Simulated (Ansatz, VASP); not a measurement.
**Two plane-wave programs on ZnSe**

INCAR

```
SYSTEM = ZnSe
PREC = Accurate
ENCUT = 520
EDIFF = 1E-6
ISMEAR = 0
SIGMA = 0.05
LREAL = .False.
LASPH = .True.
NELM = 60
ALGO = Normal
ISIF = 2
LWAVE = .False.
LCHARG = .False.
GGA = PE
NBANDS = 16
```

KPOINTS

```
Automatic mesh
0
Gamma
  10 10 10
  0 0 0
```

Contents of POSCAR:

```
ZnSe
1.0
    0.0000000000      2.8471845893      2.8471845893
    2.8471845893      0.0000000000      2.8471845893
    2.8471845893      2.8471845893      0.0000000000
Zn Se
1 1
Direct
    0.0000000000      0.0000000000      0.0000000000
    0.7500000000      0.7500000000      0.7500000000
```

Input for Ansatz:

```yaml
crystal:
  lattice:
    - [0.0, 2.8471845893, 2.8471845893]
    - [2.8471845893, 0.0, 2.8471845893]
    - [2.8471845893, 2.8471845893, 0.0]
  atoms:
    - { symbol: Zn, position: [0.0, 0.0, 0.0] }
    - { symbol: Se, position: [0.75, 0.75, 0.75] }
basis:
  ecutwfc: 420
  ecutrho_ratio: 4
kpoints:
  mp_grid: { grid: [10, 10, 10] }
hamiltonian:
  xc: pbe
scf:
  occupations: { method: gaussian, width: 0.05 }
output:
  forces: true
  stress: true
  eigenvalues: true
```

Alike in both runs: task single point; functional PBE; k mesh 10 × 10 × 10; occupations gaussian, width 0.05 eV; no spin polarisation.

|  | VASP | Ansatz |
| --- | --- | --- |
| version | VASP 6.6.1 | Ansatz 0.2.0 |
| potentials or method | VASP PAW PBE potentials, release 64 (Zn, Se), cutoff 520 eV | scalar-relativistic, plane waves, PAW |
| valence electrons in the cell | 18 | 28 |

```csv
,VASP,Ansatz,Ansatz less VASP
gap on the k mesh at the Fermi level (eV),1.23,1.23,-0.002
least direct gap on the mesh (eV),1.23,1.23,-0.002
pressure (GPa),1.4,1.2,-0.23
```

VASP's potentials hold 18 valence electrons a cell and Ansatz's 28, so a difference there can come from the potentials and not from the codes.
